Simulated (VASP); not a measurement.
# Al2O3 (R-3c) in VASP: notebook, part 2 of 2

VASP 6.6.1. The steps go on from the part before.

## Step 4: Single point, PBEsol (volume 9.016 Å^3 an atom, c/a of the conventional cell 2.9538)

Contents of INCAR:

```
SYSTEM = Al2O3
  PREC = Accurate
  ENCUT = 520
  EDIFF = 1E-7
  ISMEAR = 0
  SIGMA = 0.05
  LREAL = .False.
  LASPH = .True.
  NELM = 60
  ALGO = Normal
  ISIF = 2
  LWAVE = .False.
  LCHARG = .False.
  GGA = PS
  NBANDS = 35
```

Contents of KPOINTS:

```
regular mesh
0
Gamma
  6 6 6
  0 0 0
```

Contents of POSCAR:

```
Al2O3
1.0
    2.3643466487      1.3650561741      4.6558714207
   -2.3643466487      1.3650561741      4.6558714207
    0.0000000000     -2.7301123482      4.6558714207
Al O
4 6
Direct
    0.8520350473      0.8520350473      0.8520350473
    0.6479649527      0.6479649527      0.6479649527
    0.1479649527      0.1479649527      0.1479649527
    0.3520350473      0.3520350473      0.3520350473
    0.0558571577      0.4441428423      0.7500000000
    0.7500000000      0.0558571577      0.4441428423
    0.4441428423      0.7500000000      0.0558571577
    0.9441428423      0.5558571577      0.2500000000
    0.2500000000      0.9441428423      0.5558571577
    0.5558571577      0.2500000000      0.9441428423
```

Potentials or basis: VASP PAW PBE potentials, release 64 (Al, O).

The run is started by

```bash
$ cat potpaw_PBE.64/Al/POTCAR potpaw_PBE.64/O/POTCAR > POTCAR
$ mpirun -np 1 vasp_std > vasp.out
```

OUTCAR:

```text
SYSTEM = Al2O3
   PREC = Accurate
   ENCUT = 520
   EDIFF = 1E-7
   ISMEAR = 0
   LREAL = .False.
   LASPH = .True.
   NELM = 60
   ISIF = 2
   GGA = PS

 ion  position               nearest neighbor table
   1  0.852  0.852  0.852-  10 1.88   8 1.88   9 1.88   5 2.03   7 2.03   6 2.03   3 2.78   3 2.78
                             3 2.78   2 2.85   2 3.27   2 3.27   2 3.27
   2  0.648  0.648  0.648-   9 1.88   8 1.88  10 1.88   5 2.03   7 2.03   6 2.03   4 2.78   4 2.78
                             4 2.78   1 2.85   1 3.27   1 3.27   1 3.27
   3  0.148  0.148  0.148-   7 1.88   5 1.88   6 1.88   8 2.03   9 2.03  10 2.03   1 2.78   1 2.78
                             1 2.78   4 2.85   4 3.27   4 3.27   4 3.27
   4  0.352  0.352  0.352-   6 1.88   5 1.88   7 1.88   8 2.03   9 2.03  10 2.03   2 2.78   2 2.78
                             2 2.78   3 2.85   3 3.27   3 3.27   3 3.27
   5  0.056  0.444  0.750-   3 1.88   4 1.88   1 2.03   2 2.03
   6  0.750  0.056  0.444-   4 1.88   3 1.88   1 2.03   2 2.03
   7  0.444  0.750  0.056-   3 1.88   4 1.88   1 2.03   2 2.03
   8  0.944  0.556  0.250-   1 1.88   2 1.88   3 2.03   4 2.03
   9  0.250  0.944  0.556-   2 1.88   1 1.88   3 2.03   4 2.03
  10  0.556  0.250  0.944-   1 1.88   2 1.88   3 2.03   4 2.03

[... 209 lines left out ...]
 k-point     1 :       0.0000    0.0000    0.0000
  band No.  band energies     occupation
      1     -13.3900      2.00000
      2     -11.5307      2.00000
      3     -10.8726      2.00000
      4     -10.8726      2.00000
      5     -10.6226      2.00000
      6     -10.6226      2.00000
[... 901 lines left out ...]
     34      18.2045      0.00000
     35      18.3490      0.00000

 [... further k-points ...]
[... 5 lines left out ...]
  --------------------------------------------------------------------------------------
  -------------------------------------------------------------------------------------
  Total       -0.0394146     -0.0394146    -16.9828170      0.0000000      0.0000000      0.0000000
  in kB       -0.7004124     -0.7004124   -301.7910870      0.0000000      0.0000000      0.0000000
  external PRESSURE =    -101.0639706 kB  Pullay stress =       0.0000000 kB

 VOLUME and BASIS-vectors are now :
 -----------------------------------------------------------------------------
  energy-cutoff  :      520.00
  volume of cell :       90.16
      direct lattice vectors                 reciprocal lattice vectors
     2.364346649  1.365056174  4.655871421     0.211474912  0.122095097  0.071594188
    -2.364346649  1.365056174  4.655871421    -0.211474912  0.122095097  0.071594188
     0.000000000 -2.730112348  4.655871421     0.000000000 -0.244190195  0.071594188

 POSITION                                       TOTAL-FORCE (eV/Angst)
 -----------------------------------------------------------------------------------
      0.00000      0.00000     11.90090         0.000000      0.000000     -0.296991
      0.00000      0.00000      9.05052         0.000000      0.000000      0.296991
      0.00000      0.00000      2.06672         0.000000      0.000000      0.296991
      0.00000      0.00000      4.91709         0.000000      0.000000     -0.296991
     -0.91804     -1.36506      5.81984         0.147453      0.000000      0.000000
      1.64119     -0.11252      5.81984        -0.073726      0.127698      0.000000
     -0.72315      1.47758      5.81984        -0.073726     -0.127698      0.000000
      0.91804      1.36506      8.14777        -0.147453      0.000000      0.000000
     -1.64119      0.11252      8.14777         0.073726     -0.127698      0.000000
      0.72315     -1.47758      8.14777         0.073726      0.127698      0.000000
 -----------------------------------------------------------------------------------
    total drift:                               -0.000000      0.000000     -0.000000

  FREE ENERGIE OF THE ION-ELECTRON SYSTEM (eV)
  ---------------------------------------------------
  free  energy   TOTEN  =       -78.0690349348 eV

  energy  without entropy=      -78.0690349348  energy(sigma->0) =      -78.06903493
```

Wall time 60 s (1 thread of Intel Xeon 6975P-C (Granite Rapids), shared host); peak memory 0.27 GiB.

Results:

```yaml
Free_energy: -78.0690 eV
Pressure: -10.1 GPa
Largest_force: 0.297 eV/Å
Band_gap_on_the_k_mesh: 5.08 eV, direct
```

Forces in eV/Å, atoms in the order of the input:
```
Al   0.000  0.000 -0.297
Al   0.000  0.000  0.297
Al   0.000  0.000  0.297
Al   0.000  0.000 -0.297
O    0.147  0.000  0.000
O   -0.074  0.128  0.000
O   -0.074 -0.128  0.000
O   -0.147  0.000  0.000
O    0.074 -0.128  0.000
O    0.074  0.128  0.000
```

Caveat: the PAW data sets were made with another functional, which shifts forces and pressure a little.

## Step 5: Single point, PBEsol (volume 9.016 Å^3 an atom, c/a of the conventional cell 2.7262)

Contents of INCAR:

```
SYSTEM = Al2O3
PREC = Accurate ; ENCUT = 520
EDIFF = 1E-6 ; ISMEAR = 0
SIGMA = 0.05 ; LREAL = .False.
LASPH = .True. ; NELM = 60
ALGO = Normal ; ISIF = 2
LWAVE = .False. ; LCHARG = .False.
GGA = PS ; NBANDS = 35
```

KPOINTS is that of step 4.

POSCAR: that of step 4 with these lines changed.

```diff
@@ -2,5 +2,5 @@
 1.0
-    2.3643466487      1.3650561741      4.6558714207
-   -2.3643466487      1.3650561741      4.6558714207
-    0.0000000000     -2.7301123482      4.6558714207
+    2.4283812232      1.4020265529      4.4135652110
+   -2.4283812232      1.4020265529      4.4135652110
+    0.0000000000     -2.8040531058      4.4135652110
 Al O
```

The run is started by

```bash
$ cat potpaw_PBE.64/Al/POTCAR potpaw_PBE.64/O/POTCAR > POTCAR
$ mpirun -np 1 vasp_std > vasp.out
```

It took 58 s on 1 thread of Intel Xeon 6975P-C (Granite Rapids), shared host; peak memory 0.26 GiB.

The run converged. Its results:

```
Free energy            : -78.5049 eV
Pressure               : -11.3 GPa
Largest force          : 0.059 eV/Å
Band gap on the k mesh : 5.41 eV, direct
```

Forces on the atoms (eV/Å):
```
Al   0.000  0.000  0.025
Al   0.000  0.000 -0.025
Al   0.000  0.000 -0.025
Al   0.000  0.000  0.025
O   -0.059  0.000  0.000
O    0.029 -0.051  0.000
O    0.029  0.051  0.000
O    0.059  0.000  0.000
O   -0.029  0.051  0.000
O   -0.029 -0.051  0.000
```

Stress tensor (GPa, compression positive):
```
-11.59   0.00   0.00
  0.00 -11.59   0.00
  0.00   0.00 -10.81
```

Levels at points of the mesh, in eV from the valence-band top:
```csv
k point,band 22,band 23,band 24,band 25,band 26,band 27
"(0.00, 0.00, 0.00)",-0.03,-0.03,0.00,5.41,8.52,9.95
"(0.50, 0.00, 0.00)",-0.83,-0.23,-0.23,8.71,8.71,8.96
"(0.50, 0.50, 0.00)",-0.85,-0.67,-0.21,8.91,9.16,9.20
"(0.50, 0.50, 0.50)",-0.34,-0.34,-0.34,7.94,7.94,10.47
```

Caveat: the PAW data sets were made with another functional, which shifts forces and pressure a little.

## Step 6: Single point, PBEsol (volume 9.016 Å^3 an atom, c/a of the conventional cell 2.8759)

Contents of INCAR:

```
SYSTEM = Al2O3
  ALGO = Normal
  EDIFF = 1E-7
  ENCUT = 520
  GGA = PS
  ISIF = 2
  ISMEAR = 0
  LASPH = .TRUE.
  LCHARG = .FALSE.
  LREAL = .FALSE.
  LWAVE = .FALSE.
  NBANDS = 35
  NELM = 100
  PREC = Accurate
  SIGMA = 0.05
```

Contents of KPOINTS:

```
k-points
0
G
  6 6 6
  0 0 0
```

POSCAR: that of step 5 with these lines changed.

```diff
@@ -2,5 +2,5 @@
 1.0
-    2.4283812232      1.4020265529      4.4135652110
-   -2.4283812232      1.4020265529      4.4135652110
-    0.0000000000     -2.8040531058      4.4135652110
+    2.3855045693      1.3772717052      4.5736483938
+   -2.3855045693      1.3772717052      4.5736483938
+    0.0000000000     -2.7545434104      4.5736483938
 Al O
```

Potentials or basis: VASP PAW PBE potentials, release 64 (Al, O).

The run is started by

```bash
$ cat potpaw_PBE.64/Al/POTCAR potpaw_PBE.64/O/POTCAR > POTCAR
$ mpirun -np 1 vasp_std > vasp.out
```

It took 69 s on 1 thread of Intel Xeon 6975P-C (Granite Rapids), shared host; peak memory 0.25 GiB.

It converged, with:

* Free energy: -78.3179 eV
* Pressure: -10.6 GPa
* Largest force: 0.219 eV/Å
* Band gap on the k mesh: 5.25 eV, direct

Forces in eV/Å, atoms in the order of the input:
```
Al   0.000  0.000 -0.219
Al   0.000  0.000  0.219
Al   0.000  0.000  0.219
Al   0.000  0.000 -0.219
O    0.074  0.000  0.000
O   -0.037  0.064  0.000
O   -0.037 -0.064  0.000
O   -0.074  0.000  0.000
O    0.037 -0.064  0.000
O    0.037  0.064  0.000
```

Stress tensor (GPa, compression positive):
```
 -4.08   0.00   0.00
  0.00  -4.08   0.00
  0.00   0.00 -23.66
```

Levels at points of the mesh, in eV from the valence-band top:
| k point | band 22 | band 23 | band 24 | band 25 | band 26 | band 27 |
| --- | --- | --- | --- | --- | --- | --- |
| (0.00, 0.00, 0.00) | -0.47 | 0.00 | 0.00 | 5.25 | 8.79 | 9.64 |
| (0.50, 0.00, 0.00) | -0.96 | -0.44 | -0.44 | 8.36 | 8.36 | 8.79 |
| (0.50, 0.50, 0.00) | -0.97 | -0.88 | -0.40 | 8.52 | 9.04 | 9.46 |
| (0.50, 0.50, 0.50) | -0.28 | -0.28 | -0.28 | 7.96 | 7.96 | 10.19 |

Caveat: the PAW data sets were made with another functional, which shifts forces and pressure a little.

## Step 7: Summary

| cell | gap on the mesh (eV) | pressure (GPa) | largest force (eV/Å) |
| --- | --- | --- | --- |
| a = 5.283 Å, angles 54.2°, 10 atoms | 5.37 | -11.0 | 0.11 |
| a = 5.177 Å, angles 56.5°, 10 atoms | 5.21 | -11.6 | 0.19 |
| a = 5.397 Å, angles 52.0°, 10 atoms | 5.08 | -10.1 | 0.30 |
| a = 5.229 Å, angles 55.3°, 10 atoms | 5.41 | -11.3 | 0.06 |
| a = 5.339 Å, angles 53.1°, 10 atoms | 5.25 | -10.6 | 0.22 |

Alike in all rows: task single point; level PBEsol; potentials or basis VASP PAW PBE potentials, release 64 (Al, O); no spin polarisation; k mesh 6 × 6 × 6; cutoff (eV) 520; smearing gaussian 0.05 eV.

Caveats: the PAW data sets were made with another functional, which shifts forces and pressure a little.

Absolute energies hang on the potentials; compare differences alone.
